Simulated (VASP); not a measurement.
# Ta2BeP4 (P4/mmm) in VASP: further runs, part 2 of 2

VASP 6.6.1. Earlier steps stand in the parts before.

### Step 3. Relaxation of cell and atoms, PBE

This run uses another cell than the first one, of 14.59 Å³/atom, 1.031 times its volume.

Input file INCAR:

```
SYSTEM = Ta2BeP4
  PREC = Accurate
  ENCUT = 600
  EDIFF = 1E-7
  ISMEAR = 0
  SIGMA = 0.1
  LREAL = .FALSE.
  LASPH = .TRUE.
  NELM = 100
  ALGO = Normal
  ISIF = 3
  LWAVE = .FALSE.
  LCHARG = .FALSE.
  GGA = PE
  IBRION = 2
  NSW = 90
  EDIFFG = -0.04
```

Input file KPOINTS:

```
Automatic mesh
0
G
  6 6 4
  0 0 0
```

Input file POSCAR:

```
Ta2BeP4
1.0
    3.7061968793      0.0000000000      0.0000000000
    0.0000000000      3.7061968793      0.0000000000
    0.0000000000      0.0000000000      7.4344875541
Ta Be P
2 1 4
Direct
    0.5000000000      0.5000000000      0.0000000000
    0.0000000000      0.0000000000      0.5000000000
    0.0000000000      0.0000000000      0.0000000000
    0.5000000000      0.0000000000      0.2549432266
    0.0000000000      0.5000000000      0.2549432266
    0.5000000000      0.0000000000      0.7450567734
    0.0000000000      0.5000000000      0.7450567734
```

Potentials or basis: VASP PAW PBE potentials, release 64 (Ta_pv, Be, P).

Started as:

```console
cat potpaw_PBE.64/Ta_pv/POTCAR potpaw_PBE.64/Be/POTCAR potpaw_PBE.64/P/POTCAR > POTCAR
mpirun -np 1 vasp_std > vasp.out
```

OUTCAR:

```text
SYSTEM = Ta2BeP4
   PREC = Accurate
   ENCUT = 600
   EDIFF = 1E-7
   ISMEAR = 0
   LREAL = .FALSE.
   LASPH = .TRUE.
   NELM = 100
   ISIF = 3
   GGA = PE
   IBRION = 2
   NSW = 90
   EDIFFG = -0.04

 ion  position               nearest neighbor table
   1  0.500  0.500  0.000-   3 2.62   3 2.62   3 2.62   3 2.62   7 2.65   4 2.65   4 2.65   6 2.65
                             5 2.65   5 2.65   7 2.65   6 2.65
   2  0.000  0.000  0.500-   4 2.60   5 2.60   6 2.60   7 2.60   5 2.60   7 2.60   4 2.60   6 2.60

   3  0.000  0.000  0.000-   1 2.62   1 2.62   1 2.62   1 2.62   7 2.65   4 2.65   5 2.65   7 2.65
                             5 2.65   4 2.65   6 2.65   6 2.65
   4  0.500  0.000  0.255-   2 2.60   2 2.60   5 2.62   5 2.62   5 2.62   5 2.62   1 2.65   3 2.65
                             1 2.65   3 2.65
   5  0.000  0.500  0.255-   2 2.60   2 2.60   4 2.62   4 2.62   4 2.62   4 2.62   1 2.65   1 2.65
                             3 2.65   3 2.65
   6  0.500  0.000  0.745-   2 2.60   2 2.60   7 2.62   7 2.62   7 2.62   7 2.62   1 2.65   3 2.65
                             1 2.65   3 2.65
   7  0.000  0.500  0.745-   2 2.60   2 2.60   6 2.62   6 2.62   6 2.62   6 2.62   1 2.65   1 2.65
                             3 2.65   3 2.65

  LATTYP: Found a simple tetragonal cell.
 ALAT       =     3.7061968793
 C/A-ratio  =     2.0059613119

  Lattice vectors:

 A1 = (   3.7061968793,   0.0000000000,   0.0000000000)
 A2 = (   0.0000000000,   3.7061968793,   0.0000000000)
 A3 = (   0.0000000000,   0.0000000000,   7.4344875541)

Analysis of symmetry for initial positions (statically):
=====================================================================
 Subroutine PRICEL returns:
 Original cell was already a primitive cell.

 Routine SETGRP: Setting up the symmetry group for a
 simple tetragonal supercell.

 Subroutine GETGRP returns: Found 16 space group operations
 (whereof 16 operations were pure point group operations)
 out of a pool of 16 trial point group operations.
[... 151 lines left out ...]
   LHFCALC =     F    Hartree Fock is set to
   AEXX    =    0.0000 exact exchange contribution
   IVDW    =     0    specifies the selected vdW correction
   LEPSILON=     F    determine dielectric tensor
   LRPA    =     F    only Hartree local field effects (RPA)
 conjugate gradient relaxation of ions
 non-spin polarized calculation
 Gauss-broadening in eV      SIGMA  =   0.10
  energy-cutoff  :      600.00
  volume of cell :      102.12
 maximum number of plane-waves:      3442
 NGX is ok and might be reduce to    30
   NGX = 15   NGY = 15   NGZ = 29

--------------------------------------- Ionic step        1  -------------------------------------------

 number of electron      43.9999999 magnetization

 Free energy of the ion-electron system (eV)
  ---------------------------------------------------
  ext. energy  EPLUGINS =         0.00000000
  ---------------------------------------------------
  free energy    TOTEN  =       -49.30874511 eV

  energy without entropy =      -49.29355182  energy(sigma->0) =      -49.30114847

------------------------ aborting loop because EDIFF is reached ----------------------------------------

  FORCE on cell =-STRESS in cart. coord.  units (eV):
  Direction    XX          YY          ZZ          XY          YZ          ZX
  --------------------------------------------------------------------------------------
  -------------------------------------------------------------------------------------
  Total       -0.3744336     -0.3744336      0.0655992      0.0000000     -0.0000000      0.0000000
  in kB       -5.8745869     -5.8745869      1.0292028      0.0000000     -0.0000000      0.0000000
  external PRESSURE =      -3.5733237 kB  Pullay stress =       0.0000000 kB
[... 110 lines left out ...]
--------------------------------------- Ionic step        4  -------------------------------------------

 number of electron      44.0000002 magnetization

 Free energy of the ion-electron system (eV)
  ---------------------------------------------------
  ext. energy  EPLUGINS =         0.00000000
  ---------------------------------------------------
  free energy    TOTEN  =       -49.31014556 eV

  energy without entropy =      -49.29397874  energy(sigma->0) =      -49.30206215

 E-fermi :   8.8100     XC(G=0): -11.6812

 val. band max:        8.8063642858   @ k =   0.3333   0.0000   0.0000
 cond. band min:       8.8253467347   @ k =   0.5000   0.1667   0.2500
 fundamental gap:      0.0189824489
 Fermi energy:         8.8100347687

 k-point     1 :       0.0000    0.0000    0.0000
  band No.  band energies     occupation
      1     -26.3420      2.00000
      2     -26.3028      2.00000
      3     -26.2984      2.00000
      4     -26.2984      2.00000
      5     -26.2641      2.00000
      6     -26.2641      2.00000
[... 685 lines left out ...]
     25       9.2217      0.00000
     26      10.0562      0.00000

 [... further k-points ...]

------------------------ aborting loop because EDIFF is reached ----------------------------------------

  FORCE on cell =-STRESS in cart. coord.  units (eV):
  Direction    XX          YY          ZZ          XY          YZ          ZX
  --------------------------------------------------------------------------------------
  -------------------------------------------------------------------------------------
  Total       -0.0041538     -0.0041538     -0.0326696      0.0000000      0.0000000      0.0000000
  in kB       -0.0654260     -0.0654260     -0.5145689      0.0000000      0.0000000      0.0000000
  external PRESSURE =      -0.2151403 kB  Pullay stress =       0.0000000 kB
[... 22 lines left out ...]
  FREE ENERGIE OF THE ION-ELECTRON SYSTEM (eV)
  ---------------------------------------------------
  free  energy   TOTEN  =       -49.3101455611 eV

  energy  without entropy=      -49.2939787408  energy(sigma->0) =      -49.30206215

 reached required accuracy - stopping structural energy minimisation
```

OSZICAR:

```text
N       E                     dE             d eps       ncg     rms          rms(c)
DAV:   1     0.330419660980E+03    0.33042E+03   -0.24463E+04  1560   0.180E+03
DAV:   2    -0.282324686755E+02   -0.35865E+03   -0.35324E+03  1814   0.411E+02
DAV:   3    -0.506281331779E+02   -0.22396E+02   -0.21425E+02  2134   0.846E+01
DAV:   4    -0.513466251109E+02   -0.71849E+00   -0.70217E+00  1976   0.135E+01
[... 36 lines left out ...]
DAV:   4    -0.493101452581E+02    0.12491E-03   -0.42485E-04  1946   0.119E-01    0.233E-02
DAV:   5    -0.493101466115E+02   -0.13534E-05   -0.36926E-05  1932   0.332E-02    0.151E-02
DAV:   6    -0.493101459860E+02    0.62555E-06   -0.23257E-06  2000   0.103E-02    0.689E-03
DAV:   7    -0.493101455406E+02    0.44538E-06   -0.47561E-07  1846   0.384E-03    0.740E-04
DAV:   8    -0.493101455611E+02   -0.20514E-07   -0.33255E-08   910   0.117E-03
   4 F= -.49310146E+02 E0= -.49302062E+02  d E =-.425301E-03
```

CONTCAR:

```text
Ta2BeP4
   1.00000000000000
     3.6931006841950214   -0.0000000000000000    0.0000000000000000
    -0.0000000000000000    3.6931006841950214    0.0000000000000000
    -0.0000000000000000   -0.0000000000000000    7.4580960685729289
  Ta              Be              P
     2     1     4
Direct
     0.5000000000000000    0.5000000000000000    0.0000000000000000
     1.0000000000000000    0.0000000000000000    0.5000000000000000
     1.0000000000000000    0.0000000000000000    0.0000000000000000
     0.5000000000000000    0.0000000000000000    0.2550417903921290
     0.0000000000000000    0.5000000000000000    0.2550417903921290
     0.5000000000000000    1.0000000000000000    0.7449582096078710
     1.0000000000000000    0.5000000000000000    0.7449582096078710

  0.00000000E+00  0.00000000E+00  0.00000000E+00
  0.00000000E+00  0.00000000E+00  0.00000000E+00
  0.00000000E+00  0.00000000E+00  0.00000000E+00
  0.00000000E+00  0.00000000E+00  0.00000000E+00
  0.00000000E+00  0.00000000E+00  0.00000000E+00
  0.00000000E+00  0.00000000E+00  0.00000000E+00
  0.00000000E+00  0.00000000E+00  0.00000000E+00
```

Run time: 4.1 min. Hardware: 1 thread of Intel Xeon 6975P-C, shared host; peak memory 0.29 GiB.

What came out:

* Free energy: -49.3101 eV
* Relaxed volume: 14.53 Å³/atom
* Relaxed cell: a = 3.693 Å, b = 3.693 Å, c = 7.458 Å, α = 90.00°, β = 90.00°, γ = 90.00°
* Space group after relaxing (to 0.05 Å): P4/mmm (No. 123)
* Energy gained by relaxing: 0.2 meV/atom
* Ionic steps: 4
* Pressure after relaxing: 0.0 GPa
* Largest force after relaxing: 0.007 eV/Å
* Band gap on the k mesh: zero (band 22 reaches 9.89 eV, above the bottom of band 23 at 7.71 eV)

Forces in eV/Å, atoms in the order of the input:
```
Ta   0.000  0.000  0.000
Ta   0.000  0.000  0.000
Be   0.000  0.000  0.000
P    0.000  0.000  0.007
P    0.000  0.000  0.007
P    0.000  0.000 -0.007
P    0.000  0.000 -0.007
```

Step by step:
```csv
step,energy change (eV),largest force (eV/Å),pressure (GPa),volume (Å³)
1,0.0000,0.0062,-0.36,102.12
2,-0.0010,0.0062,0.24,101.64
3,-0.0010,0.0062,0.23,101.65
4,-0.0014,0.0071,-0.02,101.72
```

Final structure:
```cif
data_structure
_symmetry_space_group_name_H-M 'P 1'
_symmetry_Int_Tables_number 1
_cell_length_a 3.6931
_cell_length_b 3.6931
_cell_length_c 7.4581
_cell_angle_alpha 90.000
_cell_angle_beta 90.000
_cell_angle_gamma 90.000
_cell_volume 101.72
loop_
_atom_site_label
_atom_site_type_symbol
_atom_site_fract_x
_atom_site_fract_y
_atom_site_fract_z
_atom_site_occupancy
Ta1 Ta 0.50000 0.50000 0.00000 1
Ta2 Ta 0.00000 0.00000 0.50000 1
Be1 Be 0.00000 0.00000 0.00000 1
P1 P 0.50000 0.00000 0.25504 1
P2 P 0.00000 0.50000 0.25504 1
P3 P 0.50000 0.00000 0.74496 1
P4 P 0.00000 0.50000 0.74496 1
```

Caveat: spin-orbit coupling is left out, which moves the levels of the heavy elements.
